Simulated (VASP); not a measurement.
A run of VASP 6.6.1 is set up as follows.

Contents of INCAR:

```
PREC     = Accurate       # precision mode
ENCUT    = 520            # plane-wave cutoff, eV
EDIFF    = 1E-7           # SCF threshold, eV
ISMEAR   = 0              # smearing method
SIGMA    = 0.05           # smearing width, eV
LREAL    = F              # projectors in reciprocal space
LASPH    = T              # aspherical terms in the spheres
NELM     = 80             # most SCF steps
ALGO     = Normal         # electronic algorithm
ISIF     = 2              # what is computed and relaxed
LWAVE    = F              # write WAVECAR
LCHARG   = F              # write CHGCAR
GGA      = PE             # functional
NBANDS   = 15             # bands
```

KPOINTS

```
Automatic mesh
0
Gamma
  6 6 6
```

The input POSCAR:

```
KCl
1.0
    0.0000000000      2.9904047500      3.1561000000
    3.3217952500      0.0000000000      3.1561000000
    3.3217952500      2.9904047500      0.0000000000
K Cl
1 1
Direct
    0.0000000000      0.0000000000      0.0000000000
    0.5000000000      0.5000000000      0.5000000000
```

Potentials or basis: VASP PAW PBE potentials, release 64 (K_sv, Cl).

Command:

```sh
$ cat potpaw_PBE.64/K_sv/POTCAR potpaw_PBE.64/Cl/POTCAR > POTCAR
$ mpirun -np 1 vasp_std > vasp.out
```

Estimate the band gap on the k mesh.

5.09 eV, direct.

Estimate the pressure.

1.1 GPa.

Stress tensor (GPa, compression positive):
```
-0.72  0.00  0.00
 0.00  3.38  0.00
 0.00  0.00  0.66
```

Caveat: the cell differs from its parent crystal (strain +0.0525 x Voigt [1, -1, 0, 0, 0, 0]).
